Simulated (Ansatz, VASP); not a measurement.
One calculation of K, two programs

```
CELL_PARAMETERS angstrom
-2.61800 2.61800 2.61800
2.61800 -2.61800 2.61800
2.61800 2.61800 -2.61800
ATOMIC_POSITIONS crystal
K 0.00000 0.00000 0.00000
```

Alike in both runs: task single point; functional LDA; k mesh 10 × 10 × 10; occupations fermi-dirac, width 0.08 eV; no spin polarisation.

```csv
,VASP,Ansatz
version,VASP 6.6.1,Ansatz 0.2.0
potentials or method,"VASP PAW LDA potentials, release 64 (K_sv), cutoff 520 eV","all-electron LAPW, scalar-relativistic"
```

|  | VASP | Ansatz | Ansatz less VASP |
| --- | --- | --- | --- |
| pressure (GPa) | -0.4 | -0.4 | +0.01 |

LDA's correlation is that of Perdew and Zunger in VASP and of Perdew and Wang (1992) in Ansatz. Ansatz ran all-electron here, and VASP with PAW potentials.
